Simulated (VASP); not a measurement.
Wanted: the native input for a VASP 6.6.1 run.

```yaml
Task: single point
Functional: PBE
Potentials_or_basis: VASP PAW PBE potentials, release 64 (H, O, W_sv)
Cutoff: 520 eV
k_mesh: 4 × 4 × 7
Occupations: fermi-dirac, width 0.0492 eV
Spin: no spin polarisation
Dipole_correction: no
Further_INCAR_settings: ALGO = Normal; EDIFF = 1e-06; NBANDS = 41
```

The structure of H3WO2 lies in POSCAR:

```
H3WO2
1.0
    3.7987610000      4.2574990000      0.0000000000
    3.7987610000     -4.2574990000      0.0000000000
    1.1408860000      0.0000000000     -3.0842330000
H O W
6 4 2
Direct
    0.2250000000      0.9890000000      0.9960000000
    0.0110000000      0.7750000000      0.0040000000
    0.7750000000      0.0110000000      0.0040000000
    0.9890000000      0.2250000000      0.9960000000
    0.2370000000      0.2370000000      0.3690000000
    0.7630000000      0.7630000000      0.6310000000
    0.2066000000      0.7934000000      0.0000000000
    0.7934000000      0.2066000000      0.0000000000
    0.2857000000      0.2857000000      0.6048000000
    0.7143000000      0.7143000000      0.3952000000
    0.3474000000      0.6526000000      0.5000000000
    0.6526000000      0.3474000000      0.5000000000
```

The input as run:

INCAR

```
SYSTEM = H3WO2
  PREC = Accurate
  ENCUT = 520
  EDIFF = 1E-6
  ISMEAR = -1
  SIGMA = 0.0492
  LREAL = .FALSE.
  LASPH = .TRUE.
  NELM = 100
  ALGO = Normal
  ISIF = 2
  LWAVE = .FALSE.
  LCHARG = .FALSE.
  GGA = PE
  NBANDS = 41
```

KPOINTS

```
Automatic mesh
0
G
  4 4 7
  0 0 0
```

Potentials or basis: VASP PAW PBE potentials, release 64 (H, O, W_sv).

Launch:

```sh
$ cat potpaw_PBE.64/H/POTCAR potpaw_PBE.64/O/POTCAR potpaw_PBE.64/W_sv/POTCAR > POTCAR
$ mpirun -np 1 vasp_std > vasp.out
```

It gave:

* Pressure: 17.9 GPa
* Largest force: 5.675 eV/Å
* Band gap on the k mesh: zero (bands 29 and 30 overlap by 0.44 eV)

Caveat: the cell stands under pressure; spin-orbit coupling is left out, which moves the levels of the heavy elements; forces of over 1 eV/Å act on the atoms, so gaps and moduli don't describe the material at rest.

Wall time 79 s on 1 thread of Intel(R) Xeon(R) 6975P-C (Granite Rapids), on a shared host, peak memory 0.27 GiB.
